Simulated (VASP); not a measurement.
Wanted: the native input for a VASP 6.6.1 run.

* Task: single point
* Functional: LDA
* Potentials or basis: VASP PAW LDA potentials, release 64 (Sn_d, O)
* Cutoff: 520 eV
* k mesh: 10 × 10 × 8
* Occupations: gaussian, width 0.15 eV
* Spin: no spin polarisation
* Dipole correction: no
* Further INCAR settings: ALGO = Normal; EDIFF = 1e-06; NBANDS = 28

The structure of SnO lies in POSCAR:

```
SnO
1.0
    3.9427000000      0.0000000000      0.0000000000
    0.0000000000      3.9427000000      0.0000000000
    0.0000000000      0.0000000000      5.2140000000
Sn O
2 2
Direct
    0.0000000000      0.5000000000      0.2457459271
    0.5000000000      0.0000000000      0.7542540729
    0.0000000000      0.0000000000      0.0000000000
    0.5000000000      0.5000000000      0.0000000000
```

One way to write it, as run:

INCAR

```
PREC = Accurate
ENCUT = 520
EDIFF = 1E-6
ISMEAR = 0
SIGMA = 0.15
LREAL = False
LASPH = True
NELM = 80
ALGO = Normal
ISIF = 2
LWAVE = False
LCHARG = False
NBANDS = 28
```

KPOINTS

```
Automatic mesh
0
Gamma
  10 10 8
```

Potentials or basis: VASP PAW LDA potentials, release 64 (Sn_d, O).

Launch:

```bash
$ cat potpaw_LDA.64/Sn_d/POTCAR potpaw_LDA.64/O/POTCAR > POTCAR
$ mpirun -np 1 vasp_std > vasp.out
```

Results of the run:

```
Pressure               : -13.5 GPa
Largest force          : 2.572 eV/Å
Band gap on the k mesh : 0.20 eV (least direct gap 1.59 eV)
```

Caveat: the cell stands under tension; spin-orbit coupling is left out, which moves the levels of the heavy elements; forces of over 1 eV/Å act on the atoms, so gaps and moduli don't describe the material at rest.

Wall time 83 s on 1 thread of Intel(R) Xeon(R) 6975P-C (Granite Rapids), with other jobs on the host, peak memory 0.3 GiB.
